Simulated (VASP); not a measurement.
Ge: relaxation of cell and atoms with r2SCAN

The system is Ge.

```xyz
2
Lattice="2.4159 0.0000 0.0000 -1.2080 2.0923 0.0000 0.0000 0.0000 3.8152" Properties=species:S:1:pos:R:3 pbc="T T T"
Ge    0.0000    1.3948    0.9538
Ge    1.2080    0.6974    2.8614
```

This isn't the form of Ge at room conditions, which is diamond.

```yaml
Program: VASP 6.6.1
Task: relaxation of cell and atoms
Functional: r2SCAN
Potentials_or_basis: VASP PAW PBE potentials, release 64 (Ge_d)
Cutoff: 600 eV
k_mesh: 12 × 12 × 6
Occupations: gaussian, width 0.1 eV
Spin: no spin polarisation
Dipole_correction: no
Further_INCAR_settings: ALGO = Normal; EDIFF = 1e-07; IBRION = 2; EDIFFG = -0.05; NSW = 80; ISIF = 3
```

The relaxed volume is 18.65 Å³/atom and the relaxed cell is a = 3.006 Å, b = 3.006 Å, c = 4.767 Å, α = 90.00°, β = 90.00°, γ = 120.00°. The space group after relaxing (to 0.1 Å) is P6_3/mmc (No. 194), the energy gained by relaxing is 3133.5 meV/atom and the ionic steps are 10. The pressure after relaxing is -0.3 GPa and the band gap on the k mesh is zero (bands 14 and 15 overlap by 10.17 eV).

Step by step:
| step | energy change (eV) | largest force (eV/Å) | pressure (GPa) | volume (Å³) |
| --- | --- | --- | --- | --- |
| 1 | 0.0000 | 0.0000 | 205.89 | 19.28 |
| 2 | -2.1971 | 0.0000 | -33.35 | 78.62 |
| 3 | -6.1655 | 0.0000 | -6.03 | 41.88 |
| 4 | -6.2203 | 0.0000 | -4.36 | 40.20 |
| 5 | -6.2640 | 0.0000 | 0.96 | 36.68 |
| 6 | -6.2653 | 0.0000 | -0.10 | 37.24 |
| 7 | -6.2660 | 0.0000 | -0.17 | 37.26 |
| 8 | -6.2668 | 0.0000 | -0.33 | 37.30 |
| 9 | -6.2669 | 0.0000 | -0.30 | 37.29 |
| 10 | -6.2669 | 0.0000 | -0.31 | 37.29 |

Final structure:
```cif
data_structure
_symmetry_space_group_name_H-M 'P 1'
_symmetry_Int_Tables_number 1
_cell_length_a 3.0055
_cell_length_b 3.0055
_cell_length_c 4.7670
_cell_angle_alpha 90.000
_cell_angle_beta 90.000
_cell_angle_gamma 120.000
_cell_volume 37.29
loop_
_atom_site_label
_atom_site_type_symbol
_atom_site_fract_x
_atom_site_fract_y
_atom_site_fract_z
_atom_site_occupancy
Ge1 Ge 0.33333 0.66667 0.25000 1
Ge2 Ge 0.66667 0.33333 0.75000 1
```

Levels at points of the mesh, in eV from the Fermi level:
| k point | band 12 | band 13 | band 14 | band 15 | band 16 | band 17 |
| --- | --- | --- | --- | --- | --- | --- |
| (0.00, 0.00, 0.00) | -7.70 | -5.64 | 6.99 | 6.99 | 9.16 | 9.16 |
| (0.50, 0.00, 0.00) | -7.27 | -2.26 | -1.29 | -0.89 | 1.67 | 2.66 |
| (0.00, 0.00, 0.50) | -12.06 | 2.02 | 2.02 | 8.17 | 8.17 | 8.17 |
| (0.50, 0.00, 0.50) | -7.18 | -5.03 | -5.03 | 4.38 | 4.38 | 5.32 |

Wall time 9.7 min on 1 thread of Intel(R) Xeon(R) 6975P-C (Granite Rapids), with other jobs on the host, peak memory 0.16 GiB.

Caveat: the volume moved by over 15 % at a fixed basis, so the end points are rough; the PAW data sets were made with another functional, which shifts forces and pressure a little. Zero-point motion and thermal expansion aren't in these numbers.
